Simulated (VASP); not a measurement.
C, 12 atoms in the cell. Symmetry: P6_3/mmc, No. 194, hexagonal system. Conventional cell: a = 2.461 Å, b = 2.461 Å, c = 12.140 Å, α = 90.00°, β = 90.00°, γ = 120.00°. Within 2.0 Å of C (site symmetry 3m) lie 4 C at 1.51 to 1.53 Å. C (site symmetry 3m) has 4 C at 1.51 Å within 2.0 Å. Within 2.0 Å of C (site symmetry 3m) lie 4 C at 1.51 Å.  This cell differs from its parent crystal: volume scaled by 0.94, then relaxed in part.

| Property | Result |
| --- | --- |
| Program | VASP 6.6.1 |
| Task | single point |
| Functional | r2SCAN |
| Potentials or basis | VASP PAW PBE potentials, release 64 (C) |
| Cutoff | 520 eV |
| k mesh | 12 × 12 × 2 |
| Occupations | gaussian, width 0.02 eV |
| Spin | no spin polarisation |
| Dipole correction | no |
| Further INCAR settings | ALGO = Normal; EDIFF = 1e-06; NBANDS = 36 |

Potentials or basis: VASP PAW PBE potentials, release 64 (C).

Command:

```bash
$ cat potpaw_PBE.64/C/POTCAR > POTCAR
$ cp INCAR.step1 INCAR
$ mpirun -np 1 vasp_std > vasp.out
$ cp INCAR.step2 INCAR
$ mpirun -np 1 vasp_std > vasp.out
```

Hardware: 1 thread of Intel(R) Xeon(R) Platinum 8259CL CPU @ 2.50GHz (Skylake/Cascade Lake) (shared host).

Task: How long does it take, and how much memory?

Result: Wall time 4.4 min on 1 thread of Intel(R) Xeon(R) Platinum 8259CL CPU @ 2.50GHz (Skylake/Cascade Lake), with other jobs on the host, peak memory 0.2 GiB. Counts: k points 38.
